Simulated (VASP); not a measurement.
# ZrC in VASP: a series of runs, part 2 of 2

VASP 6.6.1.

## Step 3: Single point, PBE (volume scaled by 1.06)

Input file INCAR:

```
PREC = Accurate
ENCUT = 520
EDIFF = 1E-6
ISMEAR = -1
SIGMA = 0.05
LREAL = False
LASPH = True
NELM = 100
ALGO = Normal
ISIF = 2
LWAVE = False
LCHARG = False
GGA = PE
NBANDS = 15
```

Input file KPOINTS:

```
Automatic mesh
0
Gamma
  15 15 15
```

Input file POSCAR:

```
ZrC
1.0
    0.0000000000      2.3963042514      2.3963042514
    2.3963042514      0.0000000000      2.3963042514
    2.3963042514      2.3963042514      0.0000000000
Zr C
1 1
Direct
    0.5000000000      0.5000000000      0.5000000000
    0.0000000000      0.0000000000      0.0000000000
```

Potentials or basis: VASP PAW PBE potentials, release 64 (Zr_sv, C).

Launch:

```console
cat potpaw_PBE.64/Zr_sv/POTCAR potpaw_PBE.64/C/POTCAR > POTCAR
mpirun -np 1 vasp_std > vasp.out
```

OUTCAR:

```text
PREC = Accurate
   ENCUT = 520
   EDIFF = 1E-6
   ISMEAR = -1
   LREAL = False
   LASPH = True
   NELM = 100
   ISIF = 2
   GGA = PE

 ion  position               nearest neighbor table
   1  0.500  0.500  0.500-   2 2.40   2 2.40   2 2.40   2 2.40   2 2.40   2 2.40
   2  0.000  0.000  0.000-   1 2.40   1 2.40   1 2.40   1 2.40   1 2.40   1 2.40

  LATTYP: Found a face centered cubic cell.
 ALAT       =     4.7926085028

  Lattice vectors:

 A1 = (   0.0000000000,   2.3963042514,   2.3963042514)
 A2 = (   2.3963042514,   0.0000000000,   2.3963042514)
 A3 = (   2.3963042514,   2.3963042514,   0.0000000000)

Analysis of symmetry for initial positions (statically):
=====================================================================
 Subroutine PRICEL returns:
 Original cell was already a primitive cell.

 Routine SETGRP: Setting up the symmetry group for a
 face centered cubic supercell.

 Subroutine GETGRP returns: Found 48 space group operations
 (whereof 48 operations were pure point group operations)
 out of a pool of 48 trial point group operations.

[... 175 lines left out ...]
      5      -2.1401      2.00000
      6       9.8759      0.00000
      7       9.8759      0.00000
      8       9.8759      0.00000
      9      10.0249      0.00000
     10      10.0249      0.00000
     11      10.0249      0.00000
     12      11.5995      0.00000
     13      11.5995      0.00000
     14      15.6137      0.00000
[... 401 lines left out ...]
      2     -17.3151      2.00000
      3     -17.1787      2.00000
      4     -17.1714      2.00000
      5      -1.4273      2.00000
      6       6.7471      2.00000
      7       8.3177      1.99999
      8       8.5480      1.99929
      9       9.5426      0.00001
     10      11.7339      0.00000
     11      12.1286      0.00000
     12      12.7022      0.00000
     13      14.3961      0.00000
     14      17.7288      0.00000
     15      21.2811      0.00000

 [... further k-points ...]

------------------------ aborting loop because EDIFF is reached ----------------------------------------

  FORCE on cell =-STRESS in cart. coord.  units (eV):
  Direction    XX          YY          ZZ          XY          YZ          ZX
  --------------------------------------------------------------------------------------
  -------------------------------------------------------------------------------------
  Total       -1.7823245     -1.7823245     -1.7823245     -0.0000000      0.0000000     -0.0000000
  in kB     -103.7627562   -103.7627562   -103.7627562     -0.0000000      0.0000000     -0.0000000
  external PRESSURE =    -103.7627562 kB  Pullay stress =       0.0000000 kB

 VOLUME and BASIS-vectors are now :
 -----------------------------------------------------------------------------
  energy-cutoff  :      520.00
  volume of cell :       27.52
      direct lattice vectors                 reciprocal lattice vectors
     0.000000000  2.396304251  2.396304251    -0.208654640  0.208654640  0.208654640
     2.396304251  0.000000000  2.396304251     0.208654640 -0.208654640  0.208654640
     2.396304251  2.396304251  0.000000000     0.208654640  0.208654640 -0.208654640

 POSITION                                       TOTAL-FORCE (eV/Angst)
 -----------------------------------------------------------------------------------
      2.39630      2.39630      2.39630         0.000000      0.000000      0.000000
      0.00000      0.00000      0.00000        -0.000000     -0.000000     -0.000000
 -----------------------------------------------------------------------------------
    total drift:                                0.000000      0.000000      0.000000

  FREE ENERGIE OF THE ION-ELECTRON SYSTEM (eV)
  ---------------------------------------------------
  free  energy   TOTEN  =       -19.4166679425 eV

  energy  without entropy=      -19.4138052950  energy(sigma->0) =      -19.41523662
```

Run time: 24 s. Hardware: 1 thread of Intel Xeon 6975P-C (Granite Rapids), shared host; peak memory 0.19 GiB.

What came out:

```yaml
Free_energy: -19.4167 eV
Pressure: -10.4 GPa
Band_gap_on_the_k_mesh: zero (band 8 reaches 9.88 eV, above the bottom of band 9 at 8.60 eV)
```

## Step 4: Single point, PBE (volume scaled by 1.06)

Input file INCAR:

```
SYSTEM = ZrC
PREC = Accurate ; ENCUT = 520
EDIFF = 1E-6 ; ISMEAR = -1
SIGMA = 0.05 ; LREAL = .FALSE.
LASPH = .TRUE. ; NELM = 60
ALGO = Normal ; ISIF = 2
LWAVE = .FALSE. ; LCHARG = .FALSE.
GGA = PE ; NBANDS = 15
```

Input file KPOINTS:

```
regular mesh
0
G
  15 15 15
  0 0 0
```

POSCAR is that of step 3.

Launch:

```console
cat potpaw_PBE.64/Zr_sv/POTCAR potpaw_PBE.64/C/POTCAR > POTCAR
mpirun -np 1 vasp_std > vasp.out
```

It took 24 s on 1 thread of Intel Xeon 6975P-C (Granite Rapids), shared host; peak memory 0.19 GiB.

The run converged. Its results:

| Item | Value |
| --- | --- |
| Free energy | -19.4167 eV |
| Pressure | -10.4 GPa |
| Band gap on the k mesh | zero (band 8 reaches 9.88 eV, above the bottom of band 9 at 8.60 eV) |

Levels at points of the mesh, in eV from the Fermi level:
```tsv
k point	band 5	band 6	band 7	band 8	band 9	band 10	band 11	band 12
(0.00, 0.00, 0.00)	-11.09	0.93	0.93	0.93	1.08	1.08	1.08	2.65
```

## Step 5: Single point, PBE (equal xy, yz and zx shear strains of -2 %)

Input file INCAR:

```
SYSTEM = ZrC
PREC = Accurate
ENCUT = 520
EDIFF = 1E-6
ISMEAR = -1
SIGMA = 0.05
LREAL = .FALSE.
LASPH = .TRUE.
NELM = 80
ALGO = Normal
ISIF = 2
LWAVE = .FALSE.
LCHARG = .TRUE.
GGA = PE
LELF = .TRUE.
LVHAR = .TRUE.
NBANDS = 15
```

Input file KPOINTS:

```
Automatic mesh
0
G
  15 15 15
  0 0 0
```

Input file POSCAR:

```
ZrC
1.0
   -0.0470042000      2.3267079000      2.3267079000
    2.3267079000     -0.0470042000      2.3267079000
    2.3267079000      2.3267079000     -0.0470042000
Zr C
1 1
Direct
    0.5000000000      0.5000000000      0.5000000000
    0.0000000000      0.0000000000      0.0000000000
```

Launch:

```console
cat potpaw_PBE.64/Zr_sv/POTCAR potpaw_PBE.64/C/POTCAR > POTCAR
mpirun -np 1 vasp_std > vasp.out
```

It took 72 s on 1 thread of Intel Xeon Platinum 8259CL at 2.50GHz (Skylake/Cascade Lake), shared host; peak memory 0.24 GiB.

It converged, with:

* Free energy: -19.4473 eV
* Pressure: 1.5 GPa
* Band gap on the k mesh: zero (band 8 reaches 10.57 eV, above the bottom of band 9 at 9.35 eV)

Stress tensor (GPa, compression positive):
```
1.50 2.98 2.98
2.98 1.50 2.98
2.98 2.98 1.50
```

Levels at points of the mesh, in eV from the Fermi level:
```csv
k point,band 4,band 5,band 6,band 7,band 8,band 9,band 10,band 11,band 12,band 13
"(0.00, 0.00, 0.00)",-25.79,-11.31,0.88,0.88,0.96,0.96,1.06,1.35,2.83,2.83
```

Caveat: the cell differs from its parent crystal (equal xy, yz and zx shear strains of -2 %).

## Step 6: Summary

```csv
cell,gap on the mesh (eV),pressure (GPa)
"a = 3.367 Å, angles 60.0°, 2 atoms",none,-6.8
"a = 3.389 Å, angles 60.0°, 2 atoms",none,-10.4
"a = 3.291 Å, angles 61.3°, 2 atoms",none,1.5
```

Alike in all rows: task single point; level PBE; potentials or basis VASP PAW PBE potentials, release 64 (Zr_sv, C); no spin polarisation; k mesh 15 × 15 × 15; cutoff (eV) 520; smearing fermi-dirac 0.05 eV.

Absolute energies hang on the potentials; compare differences alone.
